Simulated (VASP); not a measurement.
# W (I4/mmm) in VASP: a series of runs, part 2 of 2

VASP 6.6.1.

**3. Single point, PBEsol**

This run uses another cell than the first one, of the same volume but with other edges.

INCAR reads:

```
SYSTEM = W
PREC = Accurate ; ENCUT = 520
EDIFF = 1E-6 ; ISMEAR = 0
SIGMA = 0.15 ; LREAL = .False.
LASPH = .True. ; NELM = 80
ALGO = Fast ; ISIF = 2
LWAVE = .False. ; LCHARG = .False.
GGA = PS ; NBANDS = 13
```

KPOINTS reads:

```
Automatic mesh
0
Gamma
  28 28 28
  0 0 0
```

POSCAR reads:

```
W
1.0
    0.0000000000      2.1102742478      1.7937331106
    2.1102742478      0.0000000000      1.7937331106
    2.1102742478      2.1102742478      0.0000000000
W
1
Direct
    0.0000000000      0.0000000000      0.0000000000
```

Potentials or basis: VASP PAW PBE potentials, release 64 (W_sv).

Launch:

```console
$ cat potpaw_PBE.64/W_sv/POTCAR > POTCAR
$ mpirun -np 1 vasp_std > vasp.out
```

OUTCAR:

```text
SYSTEM = W
   PREC = Accurate
   ENCUT = 520
   EDIFF = 1E-6
   ISMEAR = 0
   LREAL = .False.
   LASPH = .True.
   NELM = 80
   ISIF = 2
   GGA = PS

 ion  position               nearest neighbor table
   1  0.000  0.000  0.000-

  LATTYP: Found a body centered tetragonal cell.
 ALAT       =     2.9843784616
 C/A-ratio  =     1.2020815280

  Lattice vectors:

[... 556 lines left out ...]
      2     -27.4450      2.00000
      3     -26.7678      2.00000
      4     -26.5602      2.00000
      5       4.5898      2.00000
      6       9.2209      2.00000
      7       9.3057      2.00000
      8      11.6683      0.00000
      9      13.7359      0.00000
     10      14.3769      0.00000
     11      23.2631      0.00000
     12      26.9493      0.00000
     13      32.7451      0.00000

 [... further k-points ...]
[... 5 lines left out ...]
  --------------------------------------------------------------------------------------
  -------------------------------------------------------------------------------------
  Total        0.9343916      0.9343916     -2.2171061      0.0000000     -0.0000000      0.0000000
  in kB       93.7073961     93.7073961   -222.3470840      0.0000000     -0.0000000      0.0000000
  external PRESSURE =     -11.6440973 kB  Pullay stress =       0.0000000 kB

 VOLUME and BASIS-vectors are now :
 -----------------------------------------------------------------------------
  energy-cutoff  :      520.00
  volume of cell :       15.98
      direct lattice vectors                 reciprocal lattice vectors
     0.000000000  2.110274248  1.793733111    -0.236936029  0.236936029  0.278748269
     2.110274248  0.000000000  1.793733111     0.236936029 -0.236936029  0.278748269
     2.110274248  2.110274248  0.000000000     0.236936029  0.236936029 -0.278748269

 POSITION                                       TOTAL-FORCE (eV/Angst)
 -----------------------------------------------------------------------------------
      0.00000      0.00000      0.00000         0.000000      0.000000      0.000000
 -----------------------------------------------------------------------------------
    total drift:                               -0.000000      0.000000     -0.000000

  FREE ENERGIE OF THE ION-ELECTRON SYSTEM (eV)
  ---------------------------------------------------
  free  energy   TOTEN  =       -13.5384081385 eV

  energy  without entropy=      -13.5307449106  energy(sigma->0) =      -13.53457652
```

OSZICAR:

```text
N       E                     dE             d eps       ncg     rms          rms(c)
DAV:   1     0.839082607274E+02    0.83908E+02   -0.74850E+03 42765   0.122E+03
DAV:   2    -0.125966424946E+02   -0.96505E+02   -0.92812E+02 47694   0.317E+02
DAV:   3    -0.142244954659E+02   -0.16279E+01   -0.16224E+01 47429   0.398E+01
DAV:   4    -0.142311571970E+02   -0.66617E-02   -0.66616E-02 47419   0.281E+00
DAV:   5    -0.142312127327E+02   -0.55536E-04   -0.55536E-04 47739   0.242E-01    0.210E+01
RMM:   6    -0.136855561260E+02    0.54566E+00   -0.42252E-01 46424   0.598E+00    0.868E+00
RMM:   7    -0.135425214641E+02    0.14303E+00   -0.29975E-01 46887   0.500E+00    0.829E-01
RMM:   8    -0.135385965907E+02    0.39249E-02   -0.11631E-02 53334   0.119E+00    0.240E-01
RMM:   9    -0.135384106182E+02    0.18597E-03   -0.17397E-03 52300   0.501E-01    0.226E-02
RMM:  10    -0.135384143815E+02   -0.37632E-05   -0.23894E-04 55243   0.191E-01    0.105E-02
RMM:  11    -0.135384070297E+02    0.73518E-05   -0.51166E-05 54296   0.856E-02    0.527E-03
RMM:  12    -0.135384081565E+02   -0.11268E-05   -0.11026E-05 49290   0.401E-02    0.141E-03
RMM:  13    -0.135384081385E+02    0.17971E-07   -0.15928E-06 38992   0.156E-02
   1 F= -.13538408E+02 E0= -.13534577E+02  d E =-.766323E-02
```

Run time: 1.8 min. Hardware: 1 thread of Intel Xeon 6975P-C (Granite Rapids), shared host; peak memory 0.42 GiB.

Results:

| Quantity | Value |
| --- | --- |
| Free energy | -13.5384 eV |
| Pressure | -1.2 GPa |
| Band gap on the k mesh | zero (bands 7 and 8 overlap by 5.69 eV) |

Caveat: the PAW data sets were made with another functional, which shifts forces and pressure a little; spin-orbit coupling is left out, which moves the levels of the heavy elements.

**4. Single point, PBEsol**

This run uses another cell than the first one, of the same volume but with other edges.

INCAR reads:

```
SYSTEM = W
ALGO = Fast ; EDIFF = 1E-6
ENCUT = 520 ; GGA = PS
ISIF = 2 ; ISMEAR = 0
LASPH = .True. ; LCHARG = .True.
LELF = .True. ; LREAL = .False.
LVHAR = .True. ; LWAVE = .False.
NBANDS = 13 ; NELM = 60
PREC = Accurate ; SIGMA = 0.15
```

KPOINTS reads:

```
k-points
0
Gamma
  28 28 28
  0 0 0
```

POSCAR reads:

```
W
1.0
    0.0000000000      1.8811270380      2.2573524457
    1.8811270380      0.0000000000      2.2573524457
    1.8811270380      1.8811270380      0.0000000000
W
1
Direct
    0.0000000000      0.0000000000      0.0000000000
```

Launch:

```console
$ cat potpaw_PBE.64/W_sv/POTCAR > POTCAR
$ mpirun -np 1 vasp_std > vasp.out
```

Wall time 2 min (1 thread of Intel Xeon 6975P-C (Granite Rapids), shared host); peak memory 0.41 GiB.

Results (log left out):

| Property | Result |
| --- | --- |
| Free energy | -13.4131 eV |
| Pressure | 1.8 GPa |
| Band gap on the k mesh | zero (bands 7 and 8 overlap by 4.50 eV) |

Stress tensor (GPa, compression positive):
```
2.02 0.00 0.00
0.00 2.02 0.00
0.00 0.00 1.25
```

Levels at points of the mesh, in eV from the Fermi level:
```tsv
k point	band 4	band 5	band 6	band 7	band 8	band 9	band 10	band 11
(0.00, 0.00, 0.00)	-37.54	-9.54	-2.62	-0.08	0.12	0.12	4.02	12.95
(0.50, 0.00, 0.00)	-37.55	-6.15	-2.46	0.13	0.42	4.20	5.07	10.76
(0.50, 0.50, 0.00)	-37.77	-6.26	-4.92	0.59	5.22	5.30	5.30	10.20
(0.50, 0.00, 0.50)	-38.03	-6.10	-4.98	3.69	3.91	4.10	7.24	9.58
```

Caveat: the PAW data sets were made with another functional, which shifts forces and pressure a little; spin-orbit coupling is left out, which moves the levels of the heavy elements.

**5. Single point, PBEsol**

This run uses another cell than the first one, of the same volume but with other edges.

INCAR reads:

```
SYSTEM = W
ALGO = Fast
EDIFF = 1E-6
ENCUT = 520
GGA = PS
ISIF = 2
ISMEAR = 0
LASPH = .TRUE.
LCHARG = .FALSE.
LREAL = .FALSE.
LWAVE = .FALSE.
NBANDS = 13
NELM = 60
PREC = Accurate
SIGMA = 0.15
```

KPOINTS reads:

```
k-points
0
G
  28 28 28
  0 0 0
```

POSCAR reads:

```
W
1.0
    0.0000000000      2.1716025361      1.6938499782
    2.1716025361      0.0000000000      1.6938499782
    2.1716025361      2.1716025361      0.0000000000
W
1
Direct
    0.0000000000      0.0000000000      0.0000000000
```

Launch:

```console
$ cat potpaw_PBE.64/W_sv/POTCAR > POTCAR
$ mpirun -np 1 vasp_std > vasp.out
```

Run time: 1.9 min. Hardware: 1 thread of Intel Xeon 6975P-C (Granite Rapids), shared host; peak memory 0.4 GiB.

Results (log left out):

* Free energy: -13.7109 eV
* Pressure: -3.7 GPa
* Band gap on the k mesh: zero (bands 7 and 8 overlap by 5.83 eV)

Stress tensor (GPa, compression positive):
```
  4.96   0.00   0.00
  0.00   4.96   0.00
  0.00   0.00 -20.98
```

Levels at points of the mesh, in eV from the Fermi level:
```tsv
k point	band 5	band 6	band 7	band 8	band 9	band 10
(0.00, 0.00, 0.00)	-9.60	-1.50	-1.50	-0.31	1.32	2.89
(0.50, 0.00, 0.00)	-6.23	-3.03	0.47	1.11	3.34	5.88
(0.50, 0.50, 0.00)	-5.92	-5.62	4.88	5.30	5.30	6.50
(0.50, 0.00, 0.50)	-6.21	-4.29	1.21	3.22	3.70	6.26
```

Caveat: the cell stands under tension; the PAW data sets were made with another functional, which shifts forces and pressure a little; spin-orbit coupling is left out, which moves the levels of the heavy elements.

**6. Summary**

```csv
cell,gap on the mesh (eV),pressure (GPa)
"a = 3.084, b = 3.084, c = 2.519 Å, angles 65.9, 65.9, 48.2°, 1 atom",none,10.7
"a = 2.770, b = 2.770, c = 2.984 Å, angles 57.4, 57.4, 65.2°, 1 atom",none,-1.2
"a = 2.938, b = 2.938, c = 2.660 Å, angles 63.1, 63.1, 53.8°, 1 atom",none,1.8
"a = 2.754, b = 2.754, c = 3.071 Å, angles 56.1, 56.1, 67.8°, 1 atom",none,-3.7
```

Alike in all rows: task single point; level PBEsol; potentials or basis VASP PAW PBE potentials, release 64 (W_sv); no spin polarisation; k mesh 28 × 28 × 28; cutoff (eV) 520; smearing gaussian 0.15 eV.

Caveats: the PAW data sets were made with another functional, which shifts forces and pressure a little; spin-orbit coupling is left out, which moves the levels of the heavy elements; the cell stands under pressure (at least some runs); the cell stands under tension (at least some runs).

Total energies depend on the potentials used, so only differences within one code and one set of settings carry meaning.
